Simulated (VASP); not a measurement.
# Na (Fd-3m) in VASP: notebook

Na is run at these levels: LDA; tasks: single point.

Program: VASP 6.6.1. These are calculated values, not measurements. Logs are shortened: lines on timing, memory, paths and dates and some standing lists are left out, and cuts for length are marked.

### Step 1. The cell of the first run

It takes space group Fd-3m (No. 227, cubic). Conventional cell: a = 6.979 Å, b = 6.979 Å, c = 6.979 Å, α = 90.00°, β = 90.00°, γ = 90.00°. Within 4.0 Å of Na (site symmetry -43m) lie 4 Na at 3.02 Å.

This isn't the form of Na at room conditions, which is bcc.

### Step 2. Single point, LDA (42.49 Å³/atom)

Contents of INCAR:

```
SYSTEM = Na
ALGO     = Normal         ! electronic algorithm
EDIFF    = 1E-7           ! SCF threshold, eV
ENCUT    = 520            ! plane-wave cutoff, eV
GGA      = CA             ! functional
ISIF     = 2              ! what is computed and relaxed
ISMEAR   = -1             ! smearing method
LASPH    = .TRUE.         ! aspherical terms in the spheres
LCHARG   = .FALSE.        ! write CHGCAR
LREAL    = .FALSE.        ! projectors in reciprocal space
LWAVE    = .FALSE.        ! write WAVECAR
NBANDS   = 14             ! bands
NELM     = 80             ! most SCF steps
PREC     = Accurate       ! precision mode
SIGMA    = 0.1            ! smearing width, eV
```

Contents of KPOINTS:

```
k-points
0
G
  9 9 9
  0 0 0
```

Contents of POSCAR:

```
Na
1.0
    0.0000000000      3.4895426779      3.4895426779
    3.4895426779      0.0000000000      3.4895426779
    3.4895426779      3.4895426779      0.0000000000
Na
2
Direct
    0.1250000000      0.1250000000      0.1250000000
    0.8750000000      0.8750000000      0.8750000000
```

Potentials or basis: VASP PAW LDA potentials, release 64 (Na_pv).

Run with:

```bash
$ cat potpaw_LDA.64/Na_pv/POTCAR > POTCAR
$ mpirun -np 1 vasp_std > vasp.out
```

OUTCAR:

```text
SYSTEM = Na
   EDIFF = 1E-7
   ENCUT = 520
   GGA = CA
   ISIF = 2
   ISMEAR = -1
   LASPH = .TRUE.
   LREAL = .FALSE.
   NELM = 80
   PREC = Accurate

 ion  position               nearest neighbor table
   1  0.125  0.125  0.125-
   2  0.875  0.875  0.875-

  LATTYP: Found a face centered cubic cell.
 ALAT       =     6.9790853558

  Lattice vectors:

 A1 = (   0.0000000000,   3.4895426779,   3.4895426779)
 A2 = (   3.4895426779,   0.0000000000,   3.4895426779)
 A3 = (   3.4895426779,   3.4895426779,   0.0000000000)

Analysis of symmetry for initial positions (statically):
=====================================================================
 Subroutine PRICEL returns:
 Original cell was already a primitive cell.

 Routine SETGRP: Setting up the symmetry group for a
 face centered cubic supercell.

 Subroutine GETGRP returns: Found 48 space group operations
 (whereof 12 operations were pure point group operations)
 out of a pool of 48 trial point group operations.

The static configuration has the point symmetry D_3d.
 The point group associated with its full space group is O_h .

Analysis of symmetry for dynamics (positions and initial velocities):
=====================================================================
 Subroutine PRICEL returns:
 Original cell was already a primitive cell.

 Routine SETGRP: Setting up the symmetry group for a
 face centered cubic supercell.

 Subroutine GETGRP returns: Found 48 space group operations
 (whereof 12 operations were pure point group operations)
 out of a pool of 48 trial point group operations.

The dynamic configuration has the point symmetry D_3d.
 The point group associated with its full space group is O_h .

 Subroutine INISYM returns: Found 48 space group operations
 (whereof 12 operations are pure point group operations),
 and found     1 'primitive' translations

----------------------------------------------------------------------------------------

                                     Primitive cell

  volume of cell :      84.9837

  direct lattice vectors                    reciprocal lattice vectors
     0.000000000  3.489542678  3.489542678    -0.143285251  0.143285251  0.143285251
     3.489542678  0.000000000  3.489542678     0.143285251 -0.143285251  0.143285251
     3.489542678  3.489542678  0.000000000     0.143285251  0.143285251 -0.143285251

  length of vectors
     4.934958582  4.934958582  4.934958582     0.248177335  0.248177335  0.248177335

  position of ions in fractional coordinates (direct lattice)
     0.125000000  0.125000000  0.125000000
     0.875000000  0.875000000  0.875000000

  ion indices of the primitive-cell ions
   primitive index   ion index
                 1           1
                 2           2

----------------------------------------------------------------------------------------

 KPOINTS: k-points

Automatic generation of k-mesh.
 Grid dimensions read from file:
 generate k-points for:    9    9    9

 Generating k-lattice:

  Cartesian coordinates                     Fractional coordinates (reciprocal lattice)
    -0.015920583  0.015920583  0.015920583     0.111111111  0.000000000  0.000000000
     0.015920583 -0.015920583  0.015920583     0.000000000  0.111111111  0.000000000
     0.015920583  0.015920583 -0.015920583     0.000000000  0.000000000  0.111111111

  Length of vectors
     0.027575259  0.027575259  0.027575259

  Shift w.r.t. Gamma in fractional coordinates (k-lattice)
     0.000000000  0.000000000  0.000000000

 Subroutine IBZKPT returns following result:
 ===========================================

 Found     35 irreducible k-points:

 Following reciprocal coordinates:
            Coordinates               Weight
  0.000000  0.000000  0.000000      1.000000
  0.111111  0.000000  0.000000      8.000000
  0.222222  0.000000  0.000000      8.000000
  0.333333  0.000000  0.000000      8.000000
  0.444444  0.000000  0.000000      8.000000
  0.111111  0.111111  0.000000      6.000000
[... 16 lines left out ...]
 -0.333333  0.333333  0.000000     12.000000
  0.444444  0.444444  0.000000      6.000000
 [... further k-points ...]
   k-points           NKPTS =     35   k-points in BZ     NKDIM =     35   number of bands    NBANDS=     14
   number of dos      NEDOS =    301   number of ions     NIONS =      2
   total plane-waves  NPLWV =  64000
   dimension x,y,z NGX =    40 NGY =   40 NGZ =   40
   dimension x,y,z NGXF=    80 NGYF=   80 NGZF=   80
   ions per type =               2
   NGX,Y,Z   is equivalent  to a cutoff of  13.47, 13.47, 13.47 a.u.
   NGXF,Y,Z  is equivalent  to a cutoff of  26.95, 26.95, 26.95 a.u.
 SYSTEM =  Na
   PREC   = accura    normal or accurate (medium, high low for compatibility)
   ISTART =      0    job   : 0-new  1-cont  2-samecut
   ICHARG =      2    charge: 1-file 2-atom 10-const
   ISPIN  =      1    spin polarized calculation?
   LNONCOLLINEAR =      F non collinear calculations
   LSORBIT =      F    spin-orbit coupling
   LASPH  =      T    aspherical Exc in radial PAW
   ENCUT  =  520.0 eV  38.22 Ry    6.18 a.u.   9.18  9.18  9.18*2*pi/ulx,y,z
   NELM   =     80;   NELMIN=  2; NELMDL= -5     # of ELM steps
   EDIFF  = 0.1E-06   stopping-criterion for ELM
   LREAL  =      F    real-space projection
   EDIFFG = 0.1E-05   stopping-criterion for IOM
   NSW    =      0    number of steps for IOM
   IBRION =     -1    ionic relax: 0-MD 1-quasi-New 2-CG
   NFREE  =      0    steps in history (QN), initial steepest desc. (CG)
   ISIF   =      2    stress and relaxation
   ISYM   =      2    0-nonsym 1-usesym 2-fastsym
   POTIM  = 0.5000    time-step for ionic-motion
   TEBEG  =    0.0;   TEEND  =   0.0 temperature during run
   PSTRESS=    0.0 pullay stress
   NELECT =      14.0000    total number of electrons
   NUPDOWN=      -1.0000    fix difference up-down
   EMIN   =  10.00;   EMAX   =-10.00  energy-range for DOS
   EFERMI =   0.00;   METHOD = LEGACY
   ISMEAR =    -1;   SIGMA  =   0.10  broadening in eV -4-tet -1-fermi 0-gaus
   EFERMI_NEDOS =   21; number of points for ismear=-14 and -15
   IALGO  =     38    algorithm
   IMIX   =      4    mixing-type and parameters
     AMIX     =   0.40;   BMIX     =  1.00
     AMIX_MAG =   1.60;   BMIX_MAG =  1.00
  volume/ion in A,a.u.               =      42.49       286.75
  Fermi-wavevector in a.u.,A,eV,Ry     =   0.897440  1.695917 10.958125  0.805399
  Thomas-Fermi vector in A             =   2.020025
   LORBIT       =      0    0 simple, 1 ext, 2 COOP (PROOUT), +10 PAW based schemes
   GGA     = CA    functional components
   LHFCALC =     F    Hartree Fock is set to
   AEXX    =    0.0000 exact exchange contribution
   IVDW    =     0    specifies the selected vdW correction
   LEPSILON=     F    determine dielectric tensor
   LRPA    =     F    only Hartree local field effects (RPA)
 non-spin polarized calculation
  energy-cutoff  :      520.00
  volume of cell :       84.98
 maximum number of plane-waves:      2301
 NGX is ok and might be reduce to    40
   NGX = 19   NGY = 19   NGZ = 19

 number of electron      13.9999993 magnetization

 Free energy of the ion-electron system (eV)
  ---------------------------------------------------
  ext. energy  EPLUGINS =         0.00000000
  ---------------------------------------------------
  free energy    TOTEN  =        -2.19757353 eV

  energy without entropy =       -2.16565454  energy(sigma->0) =       -2.18161404

 E-fermi :  -0.1960     XC(G=0):  -6.2862

 val. band max:       -0.2006252369   @ k =  -0.4444   0.2222   0.0000
 cond. band min:      -0.1932031172   @ k =  -0.3333   0.4444   0.2222
 fundamental gap:      0.0074221197
 Fermi energy:        -0.1959913654

 k-point     1 :       0.0000    0.0000    0.0000
  band No.  band energies     occupation
      1     -25.6310      2.00000
      2     -25.6310      2.00000
      3     -25.6310      2.00000
      4     -25.5592      2.00000
      5     -25.5592      2.00000
      6     -25.5592      2.00000
      7      -3.2025      2.00000
      8       5.1282      0.00000
      9       5.1282      0.00000
     10       5.1282      0.00000
     11       5.4274      0.00000
     12       5.4274      0.00000
     13       5.4274      0.00000
     14       7.6438      0.00000

 k-point     2 :       0.1111    0.0000    0.0000
  band No.  band energies     occupation
      1     -25.6321      2.00000
      2     -25.6321      2.00000
      3     -25.6309      2.00000
      4     -25.5596      2.00000
      5     -25.5582      2.00000
      6     -25.5582      2.00000
      7      -3.0855      2.00000
      8       3.8250      0.00000
      9       4.7546      0.00000
     10       4.7546      0.00000
     11       5.8726      0.00000
     12       5.9506      0.00000
     13       5.9506      0.00000
     14       7.1375      0.00000

 k-point     3 :       0.2222    0.0000    0.0000
  band No.  band energies     occupation
      1     -25.6346      2.00000
      2     -25.6346      2.00000
      3     -25.6308      2.00000
      4     -25.5606      2.00000
      5     -25.5558      2.00000
      6     -25.5558      2.00000
      7      -2.7363      2.00000
      8       2.2996      0.00000
      9       4.4488      0.00000
     10       4.4488      0.00000
     11       5.7936      0.00000
     12       6.0280      0.00000
     13       6.0280      0.00000
     14       7.1254      0.00000

 k-point     4 :       0.3333    0.0000    0.0000
  band No.  band energies     occupation
      1     -25.6373      2.00000
      2     -25.6373      2.00000
      3     -25.6307      2.00000
      4     -25.5616      2.00000
      5     -25.5532      2.00000
      6     -25.5532      2.00000
      7      -2.1615      2.00000
      8       0.9066      0.00003
      9       4.3202      0.00000
     10       4.3202      0.00000
     11       5.4349      0.00000
     12       5.4349      0.00000
     13       5.7401      0.00000
     14       6.8315      0.00000

 k-point     5 :       0.4444    0.0000    0.0000
  band No.  band energies     occupation
      1     -25.6390      2.00000
      2     -25.6390      2.00000
      3     -25.6307      2.00000
      4     -25.5623      2.00000
      5     -25.5516      2.00000
      6     -25.5516      2.00000
      7      -1.3871      1.99999
      8      -0.2824      1.40696
      9       4.3277      0.00000
     10       4.3277      0.00000
     11       5.0359      0.00000
[... 276 lines left out ...]
 k-point    22 :      -0.4444    0.3333    0.0000
  band No.  band energies     occupation
      1     -25.6486      2.00000
      2     -25.6453      2.00000
      3     -25.6061      2.00000
      4     -25.5864      2.00000
      5     -25.5457      2.00000
      6     -25.5431      2.00000
      7      -0.4760      1.88536
      8       0.5252      0.00148
      9       0.9616      0.00002
     10       2.8742      0.00000
     11       3.5881      0.00000
     12       5.7705      0.00000
     13       8.1497      0.00000
     14       9.1698      0.00000

 k-point    23 :      -0.3333    0.3333    0.0000
  band No.  band energies     occupation
      1     -25.6491      2.00000
      2     -25.6434      2.00000
      3     -25.6102      2.00000
      4     -25.5821      2.00000
      5     -25.5475      2.00000
      6     -25.5429      2.00000
      7      -0.4961      1.90526
      8       0.5461      0.00120
      9       0.6349      0.00049
     10       3.1729      0.00000
     11       3.9215      0.00000
     12       7.1840      0.00000
     13       7.7911      0.00000
     14       7.9254      0.00000

 k-point    24 :       0.4444    0.4444    0.0000
  band No.  band energies     occupation
      1     -25.6471      2.00000
      2     -25.6471      2.00000
      3     -25.6027      2.00000
      4     -25.5903      2.00000
      5     -25.5440      2.00000
      6     -25.5440      2.00000
      7      -0.7550      1.99256
      8       0.5752      0.00089
      9       2.6075      0.00000
     10       2.6075      0.00000
     11       3.2861      0.00000
     12       3.2899      0.00000
     13      10.1247      0.00000
     14      10.3596      0.00000

 [... further k-points ...]

------------------------ aborting loop because EDIFF is reached ----------------------------------------

  FORCE on cell =-STRESS in cart. coord.  units (eV):
  Direction    XX          YY          ZZ          XY          YZ          ZX
  --------------------------------------------------------------------------------------
  -------------------------------------------------------------------------------------
  Total        0.3151178      0.3151178      0.3151178      0.0000000     -0.0000000      0.0000000
  in kB        5.9408424      5.9408424      5.9408424      0.0000000     -0.0000000      0.0000000
  external PRESSURE =       5.9408424 kB  Pullay stress =       0.0000000 kB

 VOLUME and BASIS-vectors are now :
 -----------------------------------------------------------------------------
  energy-cutoff  :      520.00
  volume of cell :       84.98
      direct lattice vectors                 reciprocal lattice vectors
     0.000000000  3.489542678  3.489542678    -0.143285251  0.143285251  0.143285251
     3.489542678  0.000000000  3.489542678     0.143285251 -0.143285251  0.143285251
     3.489542678  3.489542678  0.000000000     0.143285251  0.143285251 -0.143285251

 POSITION                                       TOTAL-FORCE (eV/Angst)
 -----------------------------------------------------------------------------------
      0.87239      0.87239      0.87239         0.000000      0.000000      0.000000
      6.10670      6.10670      6.10670        -0.000000     -0.000000     -0.000000
 -----------------------------------------------------------------------------------
    total drift:                                0.000000      0.000000     -0.000000

  FREE ENERGIE OF THE ION-ELECTRON SYSTEM (eV)
  ---------------------------------------------------
  free  energy   TOTEN  =        -2.1975735294 eV

  energy  without entropy=       -2.1656545440  energy(sigma->0) =       -2.18161404
```

It took 25 s on 1 thread of Intel Xeon Platinum 8488C (Sapphire Rapids), shared host; peak memory 0.19 GiB.

What came out:

```yaml
Free_energy: -2.1976 eV
Pressure: 0.6 GPa
Band_gap_on_the_k_mesh: zero (bands 7 and 8 overlap by 0.63 eV)
```

Levels at points of the mesh, in eV from the Fermi level:
```
           k point  band 3  band 4  band 5  band 6  band 7  band 8  band 9  band 10  band 11  band 12
(0.00, 0.00, 0.00)  -25.44  -25.36  -25.36  -25.36   -3.01    5.32    5.32     5.32     5.62     5.62
```

[end of part 1 of 2]

The gap in the log of VASP goes by the Fermi energy; the results here count the filled bands.